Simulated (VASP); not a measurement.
# MgS in VASP: settings compared

Aim: see how the results for MgS move with the level of theory and the settings. Levels: PBE+D3(BJ), PBE+D4, PBEsol. Tasks: relaxation of cell and atoms, single point.

Program: VASP 6.6.1. These are calculated values, not measurements. Logs are shortened: lines on timing, memory, paths and dates and some standing lists are left out, and cuts for length are marked.

## 1. The cell of the first run

Symmetry: F-43m, No. 216, cubic system. Conventional cell: a = 5.666 Å, b = 5.666 Å, c = 5.666 Å, α = 90.00°, β = 90.00°, γ = 90.00°. S (site symmetry -43m) has 4 Mg at 2.45 Å within 3.2 Å. Mg (site symmetry -43m) has 4 S at 2.45 Å within 3.2 Å.

## 2. Relaxation of cell and atoms, PBE+D3(BJ)

Contents of INCAR:

```
SYSTEM = MgS
ALGO = Normal ; EDIFF = 1E-6
EDIFFG = -0.01 ; ENCUT = 600
GGA = PE ; IBRION = 2
ISIF = 3 ; ISMEAR = -1
IVDW = 12 ; LASPH = .TRUE.
LCHARG = .FALSE. ; LREAL = .FALSE.
LWAVE = .FALSE. ; NELM = 100
NSW = 60 ; PREC = Accurate
SIGMA = 0.05
```

Contents of KPOINTS:

```
k-points
0
G
  8 8 8
  0 0 0
```

Contents of POSCAR:

```
MgS
1.0
    0.0000000000      2.8331200468      2.8331200468
    2.8331200468      0.0000000000      2.8331200468
    2.8331200468      2.8331200468      0.0000000000
S Mg
1 1
Direct
    0.2500000000      0.2500000000      0.2500000000
    0.0000000000      0.0000000000      0.0000000000
```

Potentials or basis: VASP PAW PBE potentials, release 64 (S, Mg).

The run is started by

```bash
> cat potpaw_PBE.64/S/POTCAR potpaw_PBE.64/Mg/POTCAR > POTCAR
> mpirun -np 1 vasp_std > vasp.out
```

OUTCAR:

```text
SYSTEM = MgS
   EDIFF = 1E-6
   EDIFFG = -0.01
   ENCUT = 600
   GGA = PE
   IBRION = 2
   ISIF = 3
   ISMEAR = -1
   IVDW = 12
   LASPH = .TRUE.
   LREAL = .FALSE.
   NELM = 100
   NSW = 60
   PREC = Accurate
 IVDW          = 12

 ion  position               nearest neighbor table
   1  0.250  0.250  0.250-   2 2.45   2 2.45   2 2.45   2 2.45
   2  0.000  0.000  0.000-   1 2.45   1 2.45   1 2.45   1 2.45

  LATTYP: Found a face centered cubic cell.
 ALAT       =     5.6662400936

  Lattice vectors:

 A1 = (   0.0000000000,   2.8331200468,   2.8331200468)
 A2 = (   2.8331200468,   0.0000000000,   2.8331200468)
 A3 = (   2.8331200468,   2.8331200468,   0.0000000000)

Analysis of symmetry for initial positions (statically):
=====================================================================
 Subroutine PRICEL returns:
 Original cell was already a primitive cell.

 Routine SETGRP: Setting up the symmetry group for a
 face centered cubic supercell.

 Subroutine GETGRP returns: Found 24 space group operations
 (whereof 24 operations were pure point group operations)
 out of a pool of 48 trial point group operations.

The static configuration has the point symmetry T_d .

Analysis of symmetry for dynamics (positions and initial velocities):
=====================================================================
 Subroutine PRICEL returns:
 Original cell was already a primitive cell.

 Routine SETGRP: Setting up the symmetry group for a
 face centered cubic supercell.

 Subroutine GETGRP returns: Found 24 space group operations
 (whereof 24 operations were pure point group operations)
 out of a pool of 48 trial point group operations.

The dynamic configuration has the point symmetry T_d .

 Subroutine INISYM returns: Found 24 space group operations
 (whereof 24 operations are pure point group operations),
 and found     1 'primitive' translations

----------------------------------------------------------------------------------------

                                     Primitive cell

  volume of cell :      45.4805

  direct lattice vectors                    reciprocal lattice vectors
     0.000000000  2.833120047  2.833120047    -0.176483874  0.176483874  0.176483874
     2.833120047  0.000000000  2.833120047     0.176483874 -0.176483874  0.176483874
     2.833120047  2.833120047  0.000000000     0.176483874  0.176483874 -0.176483874

  length of vectors
     4.006636794  4.006636794  4.006636794     0.305679036  0.305679036  0.305679036

  position of ions in fractional coordinates (direct lattice)
     0.250000000  0.250000000  0.250000000
     0.000000000  0.000000000  0.000000000

  ion indices of the primitive-cell ions
   primitive index   ion index
                 1           1
                 2           2

----------------------------------------------------------------------------------------

 KPOINTS: k-points

Automatic generation of k-mesh.
 Grid dimensions read from file:
 generate k-points for:    8    8    8

 Generating k-lattice:

  Cartesian coordinates                     Fractional coordinates (reciprocal lattice)
    -0.022060484  0.022060484  0.022060484     0.125000000  0.000000000  0.000000000
     0.022060484 -0.022060484  0.022060484     0.000000000  0.125000000  0.000000000
     0.022060484  0.022060484 -0.022060484     0.000000000  0.000000000  0.125000000

  Length of vectors
     0.038209879  0.038209879  0.038209879

  Shift w.r.t. Gamma in fractional coordinates (k-lattice)
     0.000000000  0.000000000  0.000000000

 Subroutine IBZKPT returns following result:
 ===========================================

 Found     29 irreducible k-points:

 Following reciprocal coordinates:
            Coordinates               Weight
  0.000000  0.000000  0.000000      1.000000
  0.125000  0.000000  0.000000      8.000000
  0.250000  0.000000  0.000000      8.000000
  0.375000  0.000000  0.000000      8.000000
  0.500000  0.000000  0.000000      4.000000
  0.125000  0.125000  0.000000      6.000000
[... 16 lines left out ...]
  0.500000  0.250000  0.125000     48.000000
 -0.375000  0.250000  0.125000     24.000000
 [... further k-points ...]
   k-points           NKPTS =     29   k-points in BZ     NKDIM =     29   number of bands    NBANDS=      8
   number of dos      NEDOS =    301   number of ions     NIONS =      2
   total plane-waves  NPLWV =  32768
   dimension x,y,z NGX =    32 NGY =   32 NGZ =   32
   dimension x,y,z NGXF=    64 NGYF=   64 NGZF=   64
   ions per type =               1   1
   NGX,Y,Z   is equivalent  to a cutoff of  13.28, 13.28, 13.28 a.u.
   NGXF,Y,Z  is equivalent  to a cutoff of  26.56, 26.56, 26.56 a.u.
 SYSTEM =  MgS
   PREC   = accura    normal or accurate (medium, high low for compatibility)
   ISTART =      0    job   : 0-new  1-cont  2-samecut
   ICHARG =      2    charge: 1-file 2-atom 10-const
   ISPIN  =      1    spin polarized calculation?
   LNONCOLLINEAR =      F non collinear calculations
   LSORBIT =      F    spin-orbit coupling
   LASPH  =      T    aspherical Exc in radial PAW
   ENCUT  =  600.0 eV  44.10 Ry    6.64 a.u.   8.00  8.00  8.00*2*pi/ulx,y,z
   NELM   =    100;   NELMIN=  2; NELMDL= -5     # of ELM steps
   EDIFF  = 0.1E-05   stopping-criterion for ELM
   LREAL  =      F    real-space projection
   EDIFFG = -.1E-01   stopping-criterion for IOM
   NSW    =     60    number of steps for IOM
   IBRION =      2    ionic relax: 0-MD 1-quasi-New 2-CG
   NFREE  =      1    steps in history (QN), initial steepest desc. (CG)
   ISIF   =      3    stress and relaxation
   ISYM   =      2    0-nonsym 1-usesym 2-fastsym
   POTIM  = 0.5000    time-step for ionic-motion
   TEBEG  =    0.0;   TEEND  =   0.0 temperature during run
   PSTRESS=    0.0 pullay stress
   NELECT =       8.0000    total number of electrons
   NUPDOWN=      -1.0000    fix difference up-down
   EMIN   =  10.00;   EMAX   =-10.00  energy-range for DOS
   EFERMI =   0.00;   METHOD = LEGACY
   ISMEAR =    -1;   SIGMA  =   0.05  broadening in eV -4-tet -1-fermi 0-gaus
   EFERMI_NEDOS =   21; number of points for ismear=-14 and -15
   IALGO  =     38    algorithm
   IMIX   =      4    mixing-type and parameters
     AMIX     =   0.40;   BMIX     =  1.00
     AMIX_MAG =   1.60;   BMIX_MAG =  1.00
  volume/ion in A,a.u.               =      22.74       153.46
  Fermi-wavevector in a.u.,A,eV,Ry     =   0.917269  1.733386 11.447692  0.841382
  Thomas-Fermi vector in A             =   2.042218
   LORBIT       =      0    0 simple, 1 ext, 2 COOP (PROOUT), +10 PAW based schemes
   GGA     = PE    functional components
   LHFCALC =     F    Hartree Fock is set to
   AEXX    =    0.0000 exact exchange contribution
   IVDW    =    12    specifies the selected vdW correction
   LEPSILON=     F    determine dielectric tensor
   LRPA    =     F    only Hartree local field effects (RPA)
 conjugate gradient relaxation of ions
 non-spin polarized calculation
  energy-cutoff  :      600.00
  volume of cell :       45.48
 maximum number of plane-waves:      1540
   NGX = 17   NGY = 17   NGZ = 17

--------------------------------------- Ionic step        1  -------------------------------------------

 number of electron       8.0000000 magnetization

 Free energy of the ion-electron system (eV)
  ---------------------------------------------------
  ext. energy  EPLUGINS =         0.00000000
  ---------------------------------------------------
  free energy    TOTEN  =        -8.47164533 eV

  energy without entropy =       -8.47164533  energy(sigma->0) =       -8.47164533

------------------------ aborting loop because EDIFF is reached ----------------------------------------

 Edisp (eV)   -0.53948

 E8    (eV) :    -0.2165

  FORCE on cell =-STRESS in cart. coord.  units (eV):
  Direction    XX          YY          ZZ          XY          YZ          ZX
  --------------------------------------------------------------------------------------
  -------------------------------------------------------------------------------------
  Total      -0.37797    -0.37797    -0.37797     0.00000     0.00000     0.00000
  in kB     -13.31492   -13.31492   -13.31492     0.00000     0.00000     0.00000
  external pressure =      -13.31 kB  Pullay stress =        0.00 kB

 VOLUME and BASIS-vectors are now :
 -----------------------------------------------------------------------------
  energy-cutoff  :      600.00
  volume of cell :       45.48
      direct lattice vectors                 reciprocal lattice vectors
     0.000000000  2.833120047  2.833120047    -0.176483874  0.176483874  0.176483874
     2.833120047  0.000000000  2.833120047     0.176483874 -0.176483874  0.176483874
     2.833120047  2.833120047  0.000000000     0.176483874  0.176483874 -0.176483874
[... 41 lines left out ...]
 POSITION                                       TOTAL-FORCE (eV/Angst)
 -----------------------------------------------------------------------------------
      1.40365      1.40365      1.40365        -0.000000     -0.000000     -0.000000
      2.80729      0.00000      2.80729         0.000000      0.000000      0.000000
 -----------------------------------------------------------------------------------
    total drift:                               -0.000000     -0.000000     -0.000000

  FREE ENERGIE OF THE ION-ELECTRON SYSTEM (eV)
  ---------------------------------------------------
  free  energy   TOTEN  =        -9.0153968544 eV

  energy  without entropy=       -9.0153968543  energy(sigma->0) =       -9.01539685

--------------------------------------- Ionic step        3  -------------------------------------------

 number of electron       7.9999999 magnetization

 Free energy of the ion-electron system (eV)
  ---------------------------------------------------
  ext. energy  EPLUGINS =         0.00000000
  ---------------------------------------------------
  free energy    TOTEN  =        -8.46183577 eV

  energy without entropy =       -8.46183577  energy(sigma->0) =       -8.46183577

 E-fermi :   2.2829     XC(G=0):  -8.4703

 val. band max:        1.1938302086   @ k =   0.0000   0.0000   0.0000
 cond. band min:       4.7564977041   @ k =   0.0000   0.0000   0.0000
 fundamental gap:      3.5626674955
 Fermi energy:         2.2829391362

 k-point     1 :       0.0000    0.0000    0.0000
  band No.  band energies     occupation
      1     -10.1426      2.00000
      2       1.1938      2.00000
      3       1.1938      2.00000
      4       1.1938      2.00000
      5       4.7565      0.00000
      6       9.1974      0.00000
      7       9.1974      0.00000
      8       9.1974      0.00000

 k-point     2 :       0.1250    0.0000    0.0000
  band No.  band energies     occupation
      1     -10.0517      2.00000
      2       0.5034      2.00000
      3       1.1396      2.00000
      4       1.1396      2.00000
      5       5.4202      0.00000
      6       9.0144      0.00000
      7       9.3782      0.00000
      8       9.3782      0.00000
[... 221 lines left out ...]
 k-point    23 :       0.5000    0.2500    0.1250
  band No.  band energies     occupation
      1      -9.4130      2.00000
      2      -1.4170      2.00000
      3      -0.0248      2.00000
      4       0.6296      2.00000
      5       7.2217      0.00000
      6       8.0401      0.00000
      7       9.1764      0.00000
      8      10.3184      0.00000

 k-point    24 :      -0.3750    0.2500    0.1250
  band No.  band energies     occupation
      1      -9.3149      2.00000
      2      -1.6410      2.00000
      3      -0.1302      2.00000
      4       0.5328      2.00000
      5       7.2837      0.00000
      6       7.7601      0.00000
      7      10.0423      0.00000
      8      10.1126      0.00000

 [... further k-points ...]

------------------------ aborting loop because EDIFF is reached ----------------------------------------

 Edisp (eV)   -0.55372

 E8    (eV) :    -0.2225

  FORCE on cell =-STRESS in cart. coord.  units (eV):
  Direction    XX          YY          ZZ          XY          YZ          ZX
  --------------------------------------------------------------------------------------
  -------------------------------------------------------------------------------------
  Total       0.00041     0.00041     0.00041     0.00000    -0.00000     0.00000
  in kB       0.01477     0.01477     0.01477     0.00000    -0.00000     0.00000
  external pressure =        0.01 kB  Pullay stress =        0.00 kB

 VOLUME and BASIS-vectors are now :
 -----------------------------------------------------------------------------
  energy-cutoff  :      600.00
  volume of cell :       44.44
      direct lattice vectors                 reciprocal lattice vectors
     0.000000000  2.811355156  2.811355156    -0.177850173  0.177850173  0.177850173
     2.811355156  0.000000000  2.811355156     0.177850173 -0.177850173  0.177850173
     2.811355156  2.811355156 -0.000000000     0.177850173  0.177850173 -0.177850173

 POSITION                                       TOTAL-FORCE (eV/Angst)
 -----------------------------------------------------------------------------------
      1.40568      1.40568      1.40568         0.000000     -0.000000     -0.000000
      0.00000      0.00000      0.00000        -0.000000      0.000000      0.000000
 -----------------------------------------------------------------------------------
    total drift:                               -0.000000     -0.000000     -0.000000

  FREE ENERGIE OF THE ION-ELECTRON SYSTEM (eV)
  ---------------------------------------------------
  free  energy   TOTEN  =        -9.0155545845 eV

  energy  without entropy=       -9.0155545845  energy(sigma->0) =       -9.01555458

 reached required accuracy - stopping structural energy minimisation
```

Run time: 42 s. Hardware: 1 thread of Intel Xeon 8259CL, shared host; peak memory 0.19 GiB.

Results:

* Free energy: -9.0156 eV
* Relaxed volume: 22.22 Å³/atom
* Relaxed cell: a = 3.976 Å, b = 3.976 Å, c = 3.976 Å, α = 60.00°, β = 60.00°, γ = 60.00°
* Space group after relaxing (to 0.05 Å): F-43m (No. 216)
* Energy gained by relaxing: 2.2 meV/atom
* Ionic steps: 3
* Pressure after relaxing: 0.0 GPa
* Band gap on the k mesh: 3.56 eV, direct
* Dispersion energy per atom: -0.277 eV

Step by step:
| step | energy change (eV) | largest force (eV/Å) | pressure (GPa) | volume (Å³) |
| --- | --- | --- | --- | --- |
| 1 | 0.0000 | 0.0000 | -1.33 | 45.48 |
| 2 | -0.0043 | 0.0000 | 0.27 | 44.25 |
| 3 | -0.0044 | 0.0000 | 0.00 | 44.44 |

Final structure:
```
S Mg
1.0
     0.00000    2.81136    2.81136
     2.81136    0.00000    2.81136
     2.81136    2.81136    0.00000
S Mg
1 1
Direct
  0.25000 0.25000 0.25000
  0.00000 0.00000 0.00000
```

A k mesh can miss the band edges. As with any semilocal functional, this PBE gap is likely too small.

## 3. Relaxation of cell and atoms, PBE+D4

Contents of INCAR:

```
SYSTEM = MgS
PREC     = Accurate       ! precision mode
ENCUT    = 600            ! plane-wave cutoff, eV
EDIFF    = 1E-7           ! SCF threshold, eV
ISMEAR   = -1             ! smearing method
SIGMA    = 0.05           ! smearing width, eV
LREAL    = .FALSE.        ! projectors in reciprocal space
LASPH    = .TRUE.         ! aspherical terms in the spheres
NELM     = 60             ! most SCF steps
ALGO     = Normal         ! electronic algorithm
ISIF     = 3              ! what is computed and relaxed
LWAVE    = .FALSE.        ! write WAVECAR
LCHARG   = .FALSE.        ! write CHGCAR
GGA      = PE             ! functional
IVDW     = 13             ! dispersion correction
IBRION   = 2              ! ionic algorithm
NSW      = 60             ! ionic steps
EDIFFG   = -0.01          ! ionic threshold
```

Contents of KPOINTS:

```
regular mesh
0
G
  8 8 8
  0 0 0
```

POSCAR is that of step 2.

Potentials or basis: VASP PAW PBE potentials, release 64 (S, Mg).

The run is started by

```bash
> cat potpaw_PBE.64/S/POTCAR potpaw_PBE.64/Mg/POTCAR > POTCAR
> mpirun -np 1 vasp_std > vasp.out
```

Wall time 48 s (1 thread of Intel Xeon 8259CL, shared host); peak memory 0.19 GiB.

It converged, with:

```
Free energy                            : -8.9229 eV
Relaxed volume                         : 22.35 Å³/atom
Relaxed cell                           : a = 3.983 Å, b = 3.983 Å, c = 3.983 Å, α = 60.00°, β = 60.00°, γ = 60.00°
Space group after relaxing (to 0.05 Å) : F-43m (No. 216)
Energy gained by relaxing              : 1.3 meV/atom
Ionic steps                            : 3
Pressure after relaxing                : 0.0 GPa
Band gap on the k mesh                 : 3.53 eV, direct
Dispersion energy per atom             : -0.229 eV
```

The path:
| step | energy change (eV) | largest force (eV/Å) | pressure (GPa) | volume (Å³) |
| --- | --- | --- | --- | --- |
| 1 | 0.0000 | 0.0000 | -1.01 | 45.48 |
| 2 | -0.0025 | 0.0000 | 0.21 | 44.54 |
| 3 | -0.0025 | 0.0000 | 0.00 | 44.69 |

Final structure:
```cif
data_structure
_symmetry_space_group_name_H-M 'P 1'
_symmetry_Int_Tables_number 1
_cell_length_a 3.9833
_cell_length_b 3.9833
_cell_length_c 3.9833
_cell_angle_alpha 60.000
_cell_angle_beta 60.000
_cell_angle_gamma 60.000
_cell_volume 44.69
loop_
_atom_site_label
_atom_site_type_symbol
_atom_site_fract_x
_atom_site_fract_y
_atom_site_fract_z
_atom_site_occupancy
S1 S 0.25000 0.25000 0.25000 1
Mg1 Mg 0.00000 0.00000 0.00000 1
```

Levels at points of the mesh, in eV from the valence-band top:
```csv
k point,band 2,band 3,band 4,band 5,band 6,band 7
"(0.00, 0.00, 0.00)",0.00,0.00,0.00,3.53,7.99,7.99
"(0.50, 0.00, 0.00)",-3.18,-0.33,-0.33,5.17,7.66,7.66
"(0.50, 0.50, 0.00)",-2.85,-1.05,-1.05,3.87,5.67,11.31
```

[end of part 1 of 2]
